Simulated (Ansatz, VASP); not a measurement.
One calculation of N, two programs

Contents of INCAR:

```
SYSTEM = N
PREC = Accurate ; ENCUT = 520
EDIFF = 1E-6 ; ISMEAR = 0
SIGMA = 0.02 ; LREAL = .FALSE.
LASPH = .TRUE. ; NELM = 100
ALGO = Normal ; ISIF = 2
LWAVE = .FALSE. ; LCHARG = .TRUE.
GGA = PS ; LELF = .TRUE.
LVHAR = .TRUE. ; NBANDS = 18
```

File KPOINTS:

```
regular mesh
0
G
  6 6 4
  0 0 0
```

File POSCAR:

```
N
1.0
    4.1672328106      0.0000000000      0.0000000000
   -2.0836164053      3.6089294775      0.0000000000
    0.0000000000      0.0000000000      7.0060035100
N
4
Direct
    0.3395678658      0.6791357416      0.3289300400
    0.3333333300      0.6666666700      0.1710699600
    0.6666666700      0.3333333300      0.8289300400
    0.6666666700      0.3333333300      0.6710699600
```

Input for Ansatz:

```yaml
crystal:
  lattice:
    - [4.1672328106, 0.0, 0.0]
    - [-2.0836164053, 3.6089294775, 0.0]
    - [0.0, 0.0, 7.00600351]
  atoms:
    - { symbol: "N", position: [0.3395678658, 0.6791357416, 0.32893004] }
    - { symbol: "N", position: [0.33333333, 0.66666667, 0.17106996] }
    - { symbol: "N", position: [0.66666667, 0.33333333, 0.82893004] }
    - { symbol: "N", position: [0.66666667, 0.33333333, 0.67106996] }
basis:
  ecutwfc: 420
  precision: f64
kpoints:
  mp_grid: { grid: [6, 6, 4] }
hamiltonian:
  xc: pbesol
scf:
  occupations: { method: gaussian, width: 0.02 }
  eigensolver: { kind: davidson }
output:
  forces: true
  eigenvalues: true
  stress: true
```

Alike in both runs: task single point; functional PBEsol; k mesh 6 × 6 × 4; occupations gaussian, width 0.02 eV; no spin polarisation.

|  | VASP | Ansatz |
| --- | --- | --- |
| version | VASP 6.6.1 | Ansatz 0.2.0 |
| potentials or method | VASP PAW PBE potentials, release 64 (N), cutoff 520 eV | scalar-relativistic, plane waves, PAW |
| valence electrons in the cell | 20 | 20 |

Ansatz gave:

| Quantity | Value |
| --- | --- |
| gap on the k mesh at the Fermi level (eV) | 7.02 |
| pressure (GPa) | -0.8 |
| traceless stress, the component that is largest in VASP (GPa) | -1.98 |
| rms of the force components (eV/Å) | 0.520 |

Q: Which values does VASP return?

A: gap on the k mesh at the Fermi level (eV): 6.97; pressure (GPa): 0.9; traceless stress, the component that is largest in VASP (GPa): 1.81; rms of the force components (eV/Å): 0.476.

VASP's potentials were made for PBE, not for PBEsol. Atom by atom the forces differ by 0.992 eV/Å (rms over components). The functional is the same, so the differences come from potentials, cutoffs and numerics.

Noted on VASP's run: the standard files for N, O and F lose accuracy on very short bonds.
